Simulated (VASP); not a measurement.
# Sn3GeSe (Pm-3m) in VASP: a series of runs, part 2 of 2

VASP 6.6.1. The steps go on from the part before.

## (4) Relaxation of cell and atoms, PBE

This run uses another cell than the first one, of 33.98 Å³/atom, 1.284 times its volume.

Input file INCAR:

```
PREC = Accurate
ENCUT = 600
EDIFF = 1E-7
ISMEAR = 0
SIGMA = 0.1
LREAL = F
LASPH = T
NELM = 100
ALGO = Normal
ISIF = 3
LWAVE = F
LCHARG = F
GGA = PE
IBRION = 2
NSW = 100
EDIFFG = -0.01
```

Input file KPOINTS:

```
Automatic mesh
0
Gamma
  8 8 8
```

Input file POSCAR:

```
Sn3GeSe
1.0
    5.5386233646      0.0000000000      0.0000000000
    0.0000000000      5.5386233646      0.0000000000
    0.0000000000      0.0000000000      5.5386233646
Sn Ge Se
3 1 1
Direct
    0.5000000000      0.5000000000      0.0000000000
    0.0000000000      0.5000000000      0.5000000000
    0.5000000000      0.0000000000      0.5000000000
    0.0000000000      0.0000000000      0.0000000000
    0.5000000000      0.5000000000      0.5000000000
```

Potentials or basis: VASP PAW PBE potentials, release 64 (Sn_d, Ge_d, Se).

The run is started by

```sh
cat potpaw_PBE.64/Sn_d/POTCAR potpaw_PBE.64/Ge_d/POTCAR potpaw_PBE.64/Se/POTCAR > POTCAR
mpirun -np 1 vasp_std > vasp.out
```

OUTCAR:

```text
PREC = Accurate
   ENCUT = 600
   EDIFF = 1E-7
   ISMEAR = 0
   LREAL = F
   LASPH = T
   NELM = 100
   ISIF = 3
   GGA = PE
   IBRION = 2
   NSW = 100
   EDIFFG = -0.01

 ion  position               nearest neighbor table
   1  0.500  0.500  0.000-   5 2.77   5 2.77
   2  0.000  0.500  0.500-   5 2.77   5 2.77
   3  0.500  0.000  0.500-   5 2.77   5 2.77
   4  0.000  0.000  0.000-
   5  0.500  0.500  0.500-   1 2.77   2 2.77   3 2.77   1 2.77   3 2.77   2 2.77

[... 1213 lines left out ...]
  --------------------------------------------------------------------------------------
  -------------------------------------------------------------------------------------
  Total       -0.0128649     -0.0128649     -0.0128649      0.0000000      0.0000000      0.0000000
  in kB       -0.1229050     -0.1229050     -0.1229050      0.0000000      0.0000000      0.0000000
  external PRESSURE =      -0.1229050 kB  Pullay stress =       0.0000000 kB

 VOLUME and BASIS-vectors are now :
 -----------------------------------------------------------------------------
  energy-cutoff  :      600.00
  volume of cell :      167.71
      direct lattice vectors                 reciprocal lattice vectors
     5.514619509  0.000000000 -0.000000000     0.181336173  0.000000000 -0.000000000
    -0.000000000  5.514619509 -0.000000000    -0.000000000  0.181336173 -0.000000000
     0.000000000  0.000000000  5.514619509     0.000000000  0.000000000  0.181336173

 POSITION                                       TOTAL-FORCE (eV/Angst)
 -----------------------------------------------------------------------------------
      2.75731      2.75731     -0.00000        -0.000000     -0.000000      0.000000
      0.00000      2.75731      2.75731         0.000000      0.000000      0.000000
      2.75731      0.00000      2.75731         0.000000      0.000000      0.000000
      0.00000      0.00000      0.00000        -0.000000     -0.000000      0.000000
      2.75731      2.75731      2.75731        -0.000000     -0.000000      0.000000
 -----------------------------------------------------------------------------------
    total drift:                                0.000000      0.000000     -0.000000

  FREE ENERGIE OF THE ION-ELECTRON SYSTEM (eV)
  ---------------------------------------------------
  free  energy   TOTEN  =       -16.9257794858 eV

  energy  without entropy=      -16.9179028531  energy(sigma->0) =      -16.92184117

 reached required accuracy - stopping structural energy minimisation
```

OSZICAR:

```text
N       E                     dE             d eps       ncg     rms          rms(c)
DAV:   1     0.639313693636E+03    0.63931E+03   -0.33388E+04  2915   0.290E+03
DAV:   2     0.958577316885E+02   -0.54346E+03   -0.53177E+03  2590   0.764E+02
DAV:   3    -0.952083626430E+01   -0.10538E+03   -0.10227E+03  2968   0.235E+02
[... 19 lines left out ...]
DAV:   5    -0.169257795240E+02    0.16996E-03   -0.33603E-04  2965   0.990E-02    0.257E-02
DAV:   6    -0.169257777783E+02    0.17457E-05   -0.23743E-05  3083   0.441E-02    0.133E-02
DAV:   7    -0.169257797564E+02   -0.19781E-05   -0.46797E-06  2758   0.173E-02    0.375E-03
DAV:   8    -0.169257796274E+02    0.12906E-06   -0.40325E-07  2321   0.389E-03    0.866E-04
DAV:   9    -0.169257794043E+02    0.22308E-06   -0.11295E-07  1748   0.194E-03    0.388E-04
DAV:  10    -0.169257794858E+02   -0.81545E-07   -0.15602E-08  1405   0.144E-03
   2 F= -.16925779E+02 E0= -.16921841E+02  d E =-.300702E-02
```

CONTCAR:

```text
Sn3GeSe
   1.00000000000000
     5.5146195089550085    0.0000000000000000   -0.0000000000000000
    -0.0000000000000000    5.5146195089550085   -0.0000000000000000
     0.0000000000000000    0.0000000000000000    5.5146195089550085
  Sn              Ge              Se
     3     1     1
Direct
     0.5000000000000000    0.5000000000000000    0.0000000000000000
     0.0000000000000000    0.5000000000000000    0.5000000000000000
     0.5000000000000000    0.0000000000000000    0.5000000000000000
     0.0000000000000000    0.0000000000000000    0.0000000000000000
     0.5000000000000000    0.5000000000000000    0.5000000000000000

  0.00000000E+00  0.00000000E+00  0.00000000E+00
  0.00000000E+00  0.00000000E+00  0.00000000E+00
  0.00000000E+00  0.00000000E+00  0.00000000E+00
  0.00000000E+00  0.00000000E+00  0.00000000E+00
  0.00000000E+00  0.00000000E+00  0.00000000E+00
```

Run time: 16 min. Hardware: 1 thread of Oxide Virtual Turin-like, shared host; peak memory 0.48 GiB.

What came out:

* Free energy: -16.9258 eV
* Relaxed volume: 33.54 Å³/atom
* Relaxed cell: a = 5.515 Å, b = 5.515 Å, c = 5.515 Å, α = 90.00°, β = 90.00°, γ = 90.00°
* Space group after relaxing (to 0.05 Å): Pm-3m (No. 221)
* Energy gained by relaxing: 0.6 meV/atom
* Ionic steps: 2
* Pressure after relaxing: 0.0 GPa
* Band gap on the k mesh: zero (band 31 reaches 4.60 eV, above the bottom of band 32 at 3.93 eV)

The path:
```tsv
step	energy change (eV)	largest force (eV/Å)	pressure (GPa)	volume (Å³)
1	0.0000	0.0000	-0.42	169.90
2	-0.0030	0.0000	-0.01	167.71
```

Final structure:
```cif
data_structure
_symmetry_space_group_name_H-M 'P 1'
_symmetry_Int_Tables_number 1
_cell_length_a 5.5146
_cell_length_b 5.5146
_cell_length_c 5.5146
_cell_angle_alpha 90.000
_cell_angle_beta 90.000
_cell_angle_gamma 90.000
_cell_volume 167.71
loop_
_atom_site_label
_atom_site_type_symbol
_atom_site_fract_x
_atom_site_fract_y
_atom_site_fract_z
_atom_site_occupancy
Sn1 Sn 0.50000 0.50000 0.00000 1
Sn2 Sn 0.00000 0.50000 0.50000 1
Sn3 Sn 0.50000 0.00000 0.50000 1
Ge1 Ge 0.00000 0.00000 0.00000 1
Se1 Se 0.50000 0.50000 0.50000 1
```

Caveat: spin-orbit coupling is left out, which moves the levels of the heavy elements.

## (5) The runs side by side

```csv
task,cell,k mesh,cutoff (eV),gap on the mesh (eV),pressure (GPa),relaxed volume (Å³/atom)
relaxation of cell and atoms,"relaxed from a = 5.096 Å, 5 atoms",4 × 4 × 4,600,none,0.1,33.91
single point,"a = 5.513 Å, 5 atoms",8 × 8 × 8,520,none,-0.1,-
relaxation of cell and atoms,"relaxed from a = 5.539 Å, 5 atoms",8 × 8 × 8,600,none,0.0,33.54
```

Alike in all rows: level PBE; potentials or basis VASP PAW PBE potentials, release 64 (Sn_d, Ge_d, Se); no spin polarisation; smearing gaussian 0.1 eV.

Caveats: spin-orbit coupling is left out, which moves the levels of the heavy elements; the volume moved by over 15 % at a fixed basis, so the end points are rough (some runs).

Absolute energies hang on the potentials; compare differences alone.
